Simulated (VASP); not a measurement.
Write the native input for VASP 6.6.1 that does the following.

* Task: single point
* Functional: PBEsol
* Potentials or basis: VASP PAW PBE potentials, release 64 (Cd, S)
* Cutoff: 500 eV
* k mesh: 7 × 7 × 4
* Occupations: fermi-dirac, width 0.05 eV
* Spin: no spin polarisation
* Dipole correction: no
* Further INCAR settings: ALGO = Normal; EDIFF = 1e-06; NBANDS = 26

The structure of CdS (Greenockite) lies in POSCAR:

```
CdS
1.0
    4.0817629428      0.0000000000      0.0000000000
   -2.0408814714      3.5349104006      0.0000000000
    0.0000000000      0.0000000000      6.6459375568
Cd S
2 2
Direct
    0.6666666667      0.3333333333      0.4994646235
    0.3333333333      0.6666666667     -0.0005353765
    0.6666666667      0.3333333333      0.8755353765
    0.3333333333      0.6666666667      0.3755353765
```

These files were run (other wordings do the same):

INCAR

```
  PREC = Accurate
  ENCUT = 500
  EDIFF = 1E-6
  ISMEAR = -1
  SIGMA = 0.05
  LREAL = False
  LASPH = True
  NELM = 120
  ALGO = Normal
  ISIF = 2
  LWAVE = False
  LCHARG = True
  GGA = PS
  LELF = True
  LVHAR = True
  NBANDS = 26
  GGA_COMPAT = False
```

KPOINTS

```
regular mesh
0
Gamma
  7 7 4
```

Potentials or basis: VASP PAW PBE potentials, release 64 (Cd, S).

The run is started by

```console
$ cat potpaw_PBE.64/Cd/POTCAR potpaw_PBE.64/S/POTCAR > POTCAR
$ mpirun -np 1 vasp_std > vasp.out
```

Results of the run:

The pressure is 2.4 GPa and the largest force is 0.007 eV/Å. The band gap on the k mesh is 1.16 eV, direct.

Caveat: the PAW data sets were made with another functional, which shifts forces and pressure a little.

It took 58 s on 1 thread of Intel Xeon 6975P-C, with other jobs on the host, peak memory 0.21 GiB.
